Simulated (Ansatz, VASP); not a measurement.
One calculation of CuI, two programs

INCAR

```
PREC = Accurate
ENCUT = 520
EDIFF = 1E-7
ISMEAR = -1
SIGMA = 0.05
LREAL = False
LASPH = True
NELM = 80
ALGO = Normal
ISIF = 2
LWAVE = False
LCHARG = False
GGA = PE
IVDW = 12
NBANDS = 16
```

Contents of KPOINTS:

```
regular mesh
0
Gamma
  8 8 8
```

The input POSCAR:

```
CuI
1.0
    0.0000000000      3.0111537494      3.0111537494
    3.0111537494      0.0000000000      3.0111537494
    3.0111537494      3.0111537494      0.0000000000
I Cu
1 1
Direct
    0.0000000000      0.0000000000      0.0000000000
    0.7500000000      0.7500000000      0.7500000000
```

input.yaml

```yaml
crystal:
  lattice:
    - [0.0, 3.0111537494, 3.0111537494]
    - [3.0111537494, 0.0, 3.0111537494]
    - [3.0111537494, 3.0111537494, 0.0]
  atoms:
    - { symbol: I, position: [0.0, 0.0, 0.0] }
    - { symbol: Cu, position: [0.75, 0.75, 0.75] }
hamiltonian:
  xc: pbe
  pseudopotentials: { kind: paw }
  dispersion: d3bj
kpoints:
  mp_grid: { grid: [8, 8, 8] }
scf:
  occupations: { method: fermi_dirac, width: 0.05 }
output:
  forces: true
  stress: true
  eigenvalues: true
  write_density: true
  write_potential: true
  elf: true
  volumetric_format: npy
```

Alike in both runs: task single point; functional PBE; dispersion D3(BJ); k mesh 8 × 8 × 8; occupations fermi-dirac, width 0.05 eV; no spin polarisation.

|  | VASP | Ansatz |
| --- | --- | --- |
| version | VASP 6.6.1 | Ansatz 0.2.0 |
| potentials or method | VASP PAW PBE potentials, release 64 (I, Cu) | Ansatz PAW |
| plane-wave cutoff (eV) | 520 | 420 |
| valence electrons in the cell | 18 | 36 |

```csv
,VASP,Ansatz,Ansatz less VASP
gap on the k mesh at the Fermi level (eV),1.20,1.18,-0.023
least direct gap on the mesh (eV),1.20,1.18,-0.023
pressure (GPa),-1.1,-1.1,-0.03
```

VASP's potentials hold 18 valence electrons a cell and Ansatz's 36, so a difference there can come from the potentials and not from the codes.

Spin-orbit coupling is off throughout.
